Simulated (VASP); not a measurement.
**ZnS (klda): single point with LDA**

The system is ZnS (klda).

```xyz
2
Lattice="0.0000 2.6937 2.6937 2.6937 0.0000 2.6937 2.6937 2.6937 0.0000" Properties=species:S:1:pos:R:3 pbc="T T T"
Zn    0.0000    0.0000    0.0000
S     4.0405    4.0405    4.0405
```

| Property | Result |
| --- | --- |
| Program | VASP 6.6.1 |
| Task | single point |
| Functional | LDA |
| Potentials or basis | VASP PAW LDA potentials, release 64 (Zn, S) |
| Cutoff | 520 eV |
| k mesh | 6 × 6 × 6 |
| Occupations | gaussian, width 0.1 eV |
| Spin | no spin polarisation |

```json
{
  "Pressure": "-3.7 GPa",
  "Band gap on the k mesh": "1.93 eV, direct"
}
```

Levels at points of the mesh, in eV from the valence-band top:
| k point | band 6 | band 7 | band 8 | band 9 | band 10 | band 11 | band 12 | band 13 |
| --- | --- | --- | --- | --- | --- | --- | --- | --- |
| (0.00, 0.00, 0.00) | -6.04 | 0.00 | 0.00 | 0.00 | 1.93 | 6.25 | 6.25 | 6.25 |
| (0.50, 0.00, 0.00) | -5.83 | -5.44 | -0.89 | -0.89 | 3.13 | 6.79 | 6.79 | 8.66 |
| (0.50, 0.50, 0.00) | -5.82 | -4.70 | -2.28 | -2.28 | 3.17 | 3.90 | 10.78 | 11.84 |

Wall time 5.9 s on 1 thread of Intel Xeon 6975P-C, with other jobs on the host, peak memory 0.14 GiB.

As with any semilocal functional, this LDA gap is likely too small.
